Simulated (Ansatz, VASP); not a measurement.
**Hf3F2 in VASP and in Ansatz**

```
Hf F
1.0
     3.20558    0.00000    0.00000
    -1.60279    2.77612    0.00000
     0.00000    0.00000   10.03799
Hf F
3 2
Direct
  0.33333 0.66667 0.24587
  0.66667 0.33333 0.75413
  0.00000 0.00000 0.00000
  0.66667 0.33333 0.37969
  0.33333 0.66667 0.62031
```

Alike in both runs: functional PBE; k mesh 6 × 6 × 2; occupations gaussian, width 0.2 eV; no spin polarisation.

Ansatz relaxed the structure, and its values are those at the end. VASP's run is a single point on that final structure, the one shown.

|  | VASP | Ansatz |
| --- | --- | --- |
| version | VASP 6.6.1 | Ansatz 0.2.0 |
| potentials or method | VASP PAW PBE potentials, release 64 (Hf_pv, F), cutoff 600 eV | scalar-relativistic, plane waves, PAW |
| valence electrons in the cell | 44 | 92 |

```csv
,VASP,Ansatz,Ansatz less VASP
gap on the k mesh at the Fermi level (eV),none,none,-
pressure (GPa),-0.6,0.6,+1.16
rms of the force components (eV/Å),0.090,0.028,-0.0625
```

A gap of «none» marks a metal or a gap that the smearing closes. With one functional, cell and mesh, what is left measures potentials, basis and numerics. VASP's potentials hold 44 valence electrons a cell and Ansatz's 92, so a difference there can come from the potentials and not from the codes.

The k mesh is coarse, so the values compare programs but aren't converged. Neither program's run includes spin-orbit coupling.
